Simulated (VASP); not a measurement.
# BaAg2F6 (Fm-3m) in VASP: a series of runs

BaAg2F6 is run at these levels: PBE; tasks: single point.

Program: VASP 6.6.1. These are calculated values, not measurements. Logs are shortened: lines on timing, memory, paths and dates and some standing lists are left out, and cuts for length are marked.

## (1) The cell of the first run

Symmetry: Fm-3m, No. 225, cubic system. The conventional cell has a = 8.702 Å, b = 8.702 Å, c = 8.702 Å, α = 90.00°, β = 90.00°, γ = 90.00°. Ba (site symmetry m-3m) has 12 F at 3.08 Å and 8 Ag at 3.77 Å within 4.0 Å. Ag (site symmetry -43m) has 6 F at 2.18 Å within 2.9 Å. Within 2.9 Å of F (site symmetry mmm) lie 2 Ag at 2.18 Å.

## (2) Single point, PBE

Input file INCAR:

```
ALGO = Normal ; EDIFF = 1E-6
ENCUT = 520 ; GGA = PE
ISIF = 2 ; ISMEAR = 0
LASPH = True ; LCHARG = False
LREAL = False ; LWAVE = False
NBANDS = 47 ; NELM = 80
PREC = Accurate ; SIGMA = 0.1
```

Input file KPOINTS:

```
k-points
0
Gamma
  4 4 4
```

Input file POSCAR:

```
BaAg2F6
1.0
    0.0000000000      4.3512258000      4.3512258000
    4.3512258000      0.0000000000      4.3512258000
    4.3512258000      4.3512258000      0.0000000000
Ba Ag F
1 2 6
Direct
    0.5000000000      0.5000000000      0.5000000000
    0.7500000000      0.7500000000      0.7500000000
    0.2500000000      0.2500000000      0.2500000000
    0.0000000000      0.0000000000      0.5000000000
    0.5000000000      0.5000000000      0.0000000000
    0.0000000000      0.5000000000      0.0000000000
    0.5000000000      0.0000000000      0.0000000000
    0.5000000000      0.0000000000      0.5000000000
    0.0000000000      0.5000000000      0.5000000000
```

Potentials or basis: VASP PAW PBE potentials, release 64 (Ba_sv, Ag, F).

Command:

```
$ cat potpaw_PBE.64/Ba_sv/POTCAR potpaw_PBE.64/Ag/POTCAR potpaw_PBE.64/F/POTCAR > POTCAR
$ mpirun -np 1 vasp_std > vasp.out
```

OUTCAR:

```text
EDIFF = 1E-6
   ENCUT = 520
   GGA = PE
   ISIF = 2
   ISMEAR = 0
   LASPH = True
   LREAL = False
   NELM = 80
   PREC = Accurate

 ion  position               nearest neighbor table
   1  0.500  0.500  0.500-   5 3.08   8 3.08   9 3.08   5 3.08   6 3.08   7 3.08   4 3.08   7 3.08
                             8 3.08   4 3.08   6 3.08   9 3.08   2 3.77   3 3.77   3 3.77   2 3.77
   2  0.750  0.750  0.750-   4 2.18   5 2.18   6 2.18   7 2.18   8 2.18   9 2.18   1 3.77   1 3.77
                             1 3.77   1 3.77
   3  0.250  0.250  0.250-   4 2.18   5 2.18   6 2.18   7 2.18   8 2.18   9 2.18   1 3.77   1 3.77
                             1 3.77   1 3.77
   4  0.000  0.000  0.500-   2 2.18   3 2.18   1 3.08   1 3.08
   5  0.500  0.500  0.000-   2 2.18   3 2.18   1 3.08   1 3.08
   6  0.000  0.500  0.000-   2 2.18   3 2.18   1 3.08   1 3.08
   7  0.500  0.000  0.000-   2 2.18   3 2.18   1 3.08   1 3.08
   8  0.500  0.000  0.500-   2 2.18   3 2.18   1 3.08   1 3.08
   9  0.000  0.500  0.500-   2 2.18   3 2.18   1 3.08   1 3.08

  LATTYP: Found a face centered cubic cell.
 ALAT       =     8.7024516000

  Lattice vectors:

 A1 = (   0.0000000000,   4.3512258000,   4.3512258000)
 A2 = (   4.3512258000,   0.0000000000,   4.3512258000)
 A3 = (   4.3512258000,   4.3512258000,   0.0000000000)

Analysis of symmetry for initial positions (statically):
=====================================================================
 Subroutine PRICEL returns:
 Original cell was already a primitive cell.

 Routine SETGRP: Setting up the symmetry group for a
 face centered cubic supercell.

 Subroutine GETGRP returns: Found 48 space group operations
 (whereof 48 operations were pure point group operations)
 out of a pool of 48 trial point group operations.

The static configuration has the point symmetry O_h .

Analysis of symmetry for dynamics (positions and initial velocities):
=====================================================================
 Subroutine PRICEL returns:
 Original cell was already a primitive cell.

 Routine SETGRP: Setting up the symmetry group for a
 face centered cubic supercell.

 Subroutine GETGRP returns: Found 48 space group operations
 (whereof 48 operations were pure point group operations)
 out of a pool of 48 trial point group operations.

The dynamic configuration has the point symmetry O_h .

 Subroutine INISYM returns: Found 48 space group operations
 (whereof 48 operations are pure point group operations),
 and found     1 'primitive' translations

----------------------------------------------------------------------------------------

                                     Primitive cell

  volume of cell :     164.7650

  direct lattice vectors                    reciprocal lattice vectors
     0.000000000  4.351225800  4.351225800    -0.114910148  0.114910148  0.114910148
     4.351225800  0.000000000  4.351225800     0.114910148 -0.114910148  0.114910148
     4.351225800  4.351225800  0.000000000     0.114910148  0.114910148 -0.114910148

  length of vectors
     6.153562539  6.153562539  6.153562539     0.199030214  0.199030214  0.199030214

  position of ions in fractional coordinates (direct lattice)
     0.500000000  0.500000000  0.500000000
     0.750000000  0.750000000  0.750000000
     0.250000000  0.250000000  0.250000000
     0.000000000  0.000000000  0.500000000
     0.500000000  0.500000000  0.000000000
     0.000000000  0.500000000  0.000000000
     0.500000000  0.000000000  0.000000000
     0.500000000  0.000000000  0.500000000
     0.000000000  0.500000000  0.500000000

  ion indices of the primitive-cell ions
   primitive index   ion index
                 1           1
                 2           2
                 3           3
                 4           4
                 5           5
                 6           6
                 7           7
                 8           8
                 9           9

----------------------------------------------------------------------------------------

 KPOINTS: k-points

Automatic generation of k-mesh.
 Grid dimensions read from file:
 generate k-points for:    4    4    4

 Generating k-lattice:

  Cartesian coordinates                     Fractional coordinates (reciprocal lattice)
    -0.028727537  0.028727537  0.028727537     0.250000000  0.000000000  0.000000000
     0.028727537 -0.028727537  0.028727537     0.000000000  0.250000000  0.000000000
     0.028727537  0.028727537 -0.028727537     0.000000000  0.000000000  0.250000000

  Length of vectors
     0.049757554  0.049757554  0.049757554

  Shift w.r.t. Gamma in fractional coordinates (k-lattice)
     0.000000000  0.000000000  0.000000000

 Subroutine IBZKPT returns following result:
 ===========================================

 Found      8 irreducible k-points:

 Following reciprocal coordinates:
            Coordinates               Weight
  0.000000  0.000000  0.000000      1.000000
  0.250000  0.000000  0.000000      8.000000
  0.500000  0.000000  0.000000      4.000000
  0.250000  0.250000  0.000000      6.000000
  0.500000  0.250000  0.000000     24.000000
 -0.250000  0.250000  0.000000     12.000000
  0.500000  0.500000  0.000000      3.000000
 -0.250000  0.500000  0.250000      6.000000
   k-points           NKPTS =      8   k-points in BZ     NKDIM =      8   number of bands    NBANDS=     47
   number of dos      NEDOS =    301   number of ions     NIONS =      9
   total plane-waves  NPLWV = 110592
   dimension x,y,z NGX =    48 NGY =   48 NGZ =   48
   dimension x,y,z NGXF=    96 NGYF=   96 NGZF=   96
   ions per type =               1   2   6
   NGX,Y,Z   is equivalent  to a cutoff of  12.97, 12.97, 12.97 a.u.
   NGXF,Y,Z  is equivalent  to a cutoff of  25.94, 25.94, 25.94 a.u.
 SYSTEM =  unknown system
   PREC   = accura    normal or accurate (medium, high low for compatibility)
   ISTART =      0    job   : 0-new  1-cont  2-samecut
   ICHARG =      2    charge: 1-file 2-atom 10-const
   ISPIN  =      1    spin polarized calculation?
   LNONCOLLINEAR =      F non collinear calculations
   LSORBIT =      F    spin-orbit coupling
   LASPH  =      T    aspherical Exc in radial PAW
   ENCUT  =  520.0 eV  38.22 Ry    6.18 a.u.  11.44 11.44 11.44*2*pi/ulx,y,z
   NELM   =     80;   NELMIN=  2; NELMDL= -5     # of ELM steps
   EDIFF  = 0.1E-05   stopping-criterion for ELM
   LREAL  =      F    real-space projection
   EDIFFG = 0.1E-04   stopping-criterion for IOM
   NSW    =      0    number of steps for IOM
   IBRION =     -1    ionic relax: 0-MD 1-quasi-New 2-CG
   NFREE  =      0    steps in history (QN), initial steepest desc. (CG)
   ISIF   =      2    stress and relaxation
   ISYM   =      2    0-nonsym 1-usesym 2-fastsym
   POTIM  = 0.5000    time-step for ionic-motion
   TEBEG  =    0.0;   TEEND  =   0.0 temperature during run
   PSTRESS=    0.0 pullay stress
   NELECT =      74.0000    total number of electrons
   NUPDOWN=      -1.0000    fix difference up-down
   EMIN   =  10.00;   EMAX   =-10.00  energy-range for DOS
   EFERMI =   0.00;   METHOD = LEGACY
   ISMEAR =     0;   SIGMA  =   0.10  broadening in eV -4-tet -1-fermi 0-gaus
   EFERMI_NEDOS =   21; number of points for ismear=-14 and -15
   IALGO  =     38    algorithm
   IMIX   =      4    mixing-type and parameters
     AMIX     =   0.40;   BMIX     =  1.00
     AMIX_MAG =   1.60;   BMIX_MAG =  1.00
  volume/ion in A,a.u.               =      18.31       123.54
  Fermi-wavevector in a.u.,A,eV,Ry     =   1.253710  2.369169 21.385487  1.571789
  Thomas-Fermi vector in A             =   2.387550
   LORBIT       =      0    0 simple, 1 ext, 2 COOP (PROOUT), +10 PAW based schemes
   GGA     = PE    functional components
   LHFCALC =     F    Hartree Fock is set to
   AEXX    =    0.0000 exact exchange contribution
   IVDW    =     0    specifies the selected vdW correction
   LEPSILON=     F    determine dielectric tensor
   LRPA    =     F    only Hartree local field effects (RPA)
 non-spin polarized calculation
 Gauss-broadening in eV      SIGMA  =   0.10
  energy-cutoff  :      520.00
  volume of cell :      164.76
 maximum number of plane-waves:      4477
 NGX is ok and might be reduce to    48
   NGX = 23   NGY = 23   NGZ = 23

 number of electron      73.9999947 magnetization

 Free energy of the ion-electron system (eV)
  ---------------------------------------------------
  ext. energy  EPLUGINS =         0.00000000
  ---------------------------------------------------
  free energy    TOTEN  =       -36.31072642 eV

  energy without entropy =      -36.29911362  energy(sigma->0) =      -36.30492002

 E-fermi :   0.4508     XC(G=0):  -8.6441

 val. band max:        0.3863578782   @ k =  -0.2500   0.5000   0.2500
 cond. band min:       0.5427501566   @ k =  -0.2500   0.2500   0.0000
 fundamental gap:      0.1563922784
 Fermi energy:         0.4508154909

 k-point     1 :       0.0000    0.0000    0.0000
  band No.  band energies     occupation
      1     -26.3823      2.00000
      2     -21.7697      2.00000
      3     -21.5049      2.00000
      4     -21.5049      2.00000
      5     -21.5049      2.00000
      6     -21.4924      2.00000
[... 39 lines left out ...]
     46       9.3771      0.00000
     47      10.0091      0.00000

 k-point     2 :       0.2500    0.0000    0.0000
  band No.  band energies     occupation
      1     -26.3793      2.00000
      2     -21.7386      2.00000
      3     -21.5508      2.00000
      4     -21.5035      2.00000
      5     -21.5035      2.00000
      6     -21.4948      2.00000
[... 39 lines left out ...]
     46       9.0525      0.00000
     47       9.5970      0.00000

 k-point     3 :       0.5000    0.0000    0.0000
  band No.  band energies     occupation
      1     -26.3762      2.00000
      2     -21.6645      2.00000
      3     -21.6403      2.00000
      4     -21.5005      2.00000
      5     -21.5005      2.00000
      6     -21.4988      2.00000
[... 39 lines left out ...]
     46       9.0163      0.00000
     47       9.6341      0.00000

 k-point     4 :       0.2500    0.2500    0.0000
  band No.  band energies     occupation
      1     -26.3783      2.00000
      2     -21.7365      2.00000
      3     -21.5486      2.00000
      4     -21.5083      2.00000
      5     -21.5083      2.00000
      6     -21.4983      2.00000
[... 39 lines left out ...]
     46       9.2793      0.00000
     47       9.5260      0.00000

 k-point     5 :       0.5000    0.2500    0.0000
  band No.  band energies     occupation
      1     -26.3752      2.00000
      2     -21.6877      2.00000
      3     -21.6166      2.00000
      4     -21.5082      2.00000
      5     -21.5049      2.00000
      6     -21.4982      2.00000
[... 39 lines left out ...]
     46       8.6230      0.00000
     47       9.2870      0.00000

 k-point     6 :      -0.2500    0.2500    0.0000
  band No.  band energies     occupation
      1     -26.3762      2.00000
      2     -21.6962      2.00000
      3     -21.6070      2.00000
      4     -21.5073      2.00000
      5     -21.5023      2.00000
      6     -21.4969      2.00000
[... 39 lines left out ...]
     46       8.3825      0.00000
     47       9.1398      0.00000

 k-point     7 :       0.5000    0.5000    0.0000
  band No.  band energies     occupation
      1     -26.3742      2.00000
      2     -21.7061      2.00000
      3     -21.5918      2.00000
      4     -21.5118      2.00000
      5     -21.5118      2.00000
      6     -21.5011      2.00000
[... 39 lines left out ...]
     46       8.9450      0.00000
     47       8.9451      0.00000

 k-point     8 :      -0.2500    0.5000    0.2500
  band No.  band energies     occupation
      1     -26.3742      2.00000
      2     -21.6545      2.00000
      3     -21.6545      2.00000
      4     -21.5140      2.00000
      5     -21.4988      2.00000
      6     -21.4954      2.00000
[... 39 lines left out ...]
     46       7.6772      0.00000
     47       8.4996      0.00000

------------------------ aborting loop because EDIFF is reached ----------------------------------------

  FORCE on cell =-STRESS in cart. coord.  units (eV):
  Direction    XX          YY          ZZ          XY          YZ          ZX
  --------------------------------------------------------------------------------------
  -------------------------------------------------------------------------------------
  Total       -0.1217953     -0.1217953     -0.1217953      0.0000000      0.0000000     -0.0000000
  in kB       -1.1843393     -1.1843393     -1.1843393      0.0000000      0.0000000     -0.0000000
  external PRESSURE =      -1.1843393 kB  Pullay stress =       0.0000000 kB

 VOLUME and BASIS-vectors are now :
 -----------------------------------------------------------------------------
  energy-cutoff  :      520.00
  volume of cell :      164.76
      direct lattice vectors                 reciprocal lattice vectors
     0.000000000  4.351225800  4.351225800    -0.114910148  0.114910148  0.114910148
     4.351225800  0.000000000  4.351225800     0.114910148 -0.114910148  0.114910148
     4.351225800  4.351225800  0.000000000     0.114910148  0.114910148 -0.114910148

 POSITION                                       TOTAL-FORCE (eV/Angst)
 -----------------------------------------------------------------------------------
      4.35123      4.35123      4.35123        -0.000000      0.000000      0.000000
      6.52684      6.52684      6.52684         0.000000     -0.000000      0.000000
      2.17561      2.17561      2.17561        -0.000000     -0.000000     -0.000000
      2.17561      2.17561      0.00000         0.000000      0.000000      0.000000
      2.17561      2.17561      4.35123         0.000000      0.000000      0.000000
      2.17561      0.00000      2.17561        -0.000000      0.000000      0.000000
      0.00000      2.17561      2.17561         0.000000      0.000000      0.000000
      2.17561      4.35123      2.17561        -0.000000      0.000000      0.000000
      4.35123      2.17561      2.17561         0.000000      0.000000      0.000000
 -----------------------------------------------------------------------------------
    total drift:                                0.000000      0.000000      0.000000

  FREE ENERGIE OF THE ION-ELECTRON SYSTEM (eV)
  ---------------------------------------------------
  free  energy   TOTEN  =       -36.3107264181 eV

  energy  without entropy=      -36.2991136168  energy(sigma->0) =      -36.30492002
```

It took 48 s on 1 thread of Intel Xeon 6975P-C (Granite Rapids), shared host; peak memory 0.33 GiB.

Results:

```yaml
Free_energy: -36.3107 eV
Pressure: -0.1 GPa
Band_gap_on_the_k_mesh: zero (band 37 reaches 1.07 eV, above the bottom of band 38 at -0.22 eV)
```

Caveat: spin-orbit coupling is left out, which moves the levels of the heavy elements.

(Part 1 of 2 ends here.)
